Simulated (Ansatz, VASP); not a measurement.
# One calculation of MgO, two programs

The input POSCAR:

```
MgO
1.0
    2.6233491278      0.0000000000      0.0000000000
    0.0000000000      2.6233491278      0.0000000000
    0.0000000000      0.0000000000      2.6233491278
Mg O
1 1
Direct
    0.0000000000      0.0000000000      0.0000000000
    0.5000000000      0.5000000000      0.5000000000
```

File INCAR.step1:

```
PREC     = Accurate       # precision mode
ENCUT    = 660            # plane-wave cutoff, eV
ISMEAR   = -1             # smearing method
SIGMA    = 0.2            # smearing width, eV
LREAL    = False          # projectors in reciprocal space
LASPH    = True           # aspherical terms in the spheres
NELM     = 120            # most SCF steps
NBANDS   = 11             # bands
GGA      = PE             # functional
ALGO     = Normal         # electronic algorithm
EDIFF    = 1E-5           # SCF threshold, eV
LWAVE    = True           # write WAVECAR
LCHARG   = False          # write CHGCAR
GGA_COMPAT= False
```

Contents of INCAR.step2:

```
PREC     = Accurate       # precision mode
ENCUT    = 660            # plane-wave cutoff, eV
EDIFF    = 1E-6           # SCF threshold, eV
ISMEAR   = -1             # smearing method
SIGMA    = 0.2            # smearing width, eV
LREAL    = False          # projectors in reciprocal space
LASPH    = True           # aspherical terms in the spheres
NELM     = 120            # most SCF steps
ALGO     = Normal         # electronic algorithm
ISIF     = 2              # what is computed and relaxed
LWAVE    = False          # write WAVECAR
LCHARG   = False          # write CHGCAR
METAGGA  = R2SCAN         # meta-GGA
LMIXTAU  = True         
NBANDS   = 11             # bands
ISTART   = 1            
GGA_COMPAT= False
```

Contents of KPOINTS:

```
Automatic mesh
0
Gamma
  6 6 6
```

Input for Ansatz:

```yaml
crystal:
  lattice:
    - [2.6233491278, 0.0, 0.0]
    - [0.0, 2.6233491278, 0.0]
    - [0.0, 0.0, 2.6233491278]
  atoms:
    - { symbol: Mg, position: [0.0, 0.0, 0.0] }
    - { symbol: O, position: [0.5, 0.5, 0.5] }
kpoints:
  mp_grid: { grid: [6, 6, 6] }
hamiltonian:
  xc: r2scan
scf:
  occupations: { method: fermi_dirac, width: 0.2 }
  n_extra_bands: 4
output:
  forces: true
  stress: true
  eigenvalues: true
```

Alike in both runs: task single point; functional r2SCAN; k mesh 6 × 6 × 6; occupations fermi-dirac, width 0.2 eV; no spin polarisation.

|  | VASP | Ansatz |
| --- | --- | --- |
| version | VASP 6.6.1 | Ansatz 0.2.0 |
| potentials or method | VASP PAW PBE potentials, release 64 (Mg, O) | plane waves |
| plane-wave cutoff (eV) | 660 | 500 |
| valence electrons in the cell | 8 | 16 |

|  | VASP | Ansatz | Ansatz less VASP |
| --- | --- | --- | --- |
| pressure (GPa) | -1.4 | 0.0 | +1.41 |

VASP's potentials were made for PBE, not for r2SCAN. The functional is the same, so the differences come from potentials, cutoffs and numerics. VASP's potentials hold 8 valence electrons a cell and Ansatz's 16, so a difference there can come from the potentials and not from the codes.
